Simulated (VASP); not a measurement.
A run of VASP 6.6.1 is set up as follows.

The input INCAR:

```
SYSTEM = InPt3C
PREC = Accurate
ENCUT = 520
EDIFF = 1E-6
ISMEAR = 0
SIGMA = 0.1
LREAL = .FALSE.
LASPH = .TRUE.
NELM = 100
ALGO = Normal
ISIF = 2
LWAVE = .FALSE.
LCHARG = .FALSE.
GGA = PE
NBANDS = 32
```

Contents of KPOINTS:

```
regular mesh
0
G
  6 6 6
  0 0 0
```

Contents of POSCAR:

```
InPt3C
1.0
    4.3146305055      0.0000000000      0.0000000000
    0.0000000000      4.3146305055      0.0000000000
    0.0000000000      0.0000000000      4.3146305055
In Pt C
1 3 1
Direct
    0.0000000000      0.0000000000      0.0000000000
    0.5000000000      0.0000000000      0.5000000000
    0.5000000000      0.5000000000      0.0000000000
    0.0000000000      0.5000000000      0.5000000000
    0.5000000000      0.5000000000      0.5000000000
```

Potentials or basis: VASP PAW PBE potentials, release 64 (In_d, Pt, C).

Launch:

```console
$ cat potpaw_PBE.64/In_d/POTCAR potpaw_PBE.64/Pt/POTCAR potpaw_PBE.64/C/POTCAR > POTCAR
$ mpirun -np 1 vasp_std > vasp.out
```

(1) Predict the pressure.

Results:

(1) -7.6 GPa.
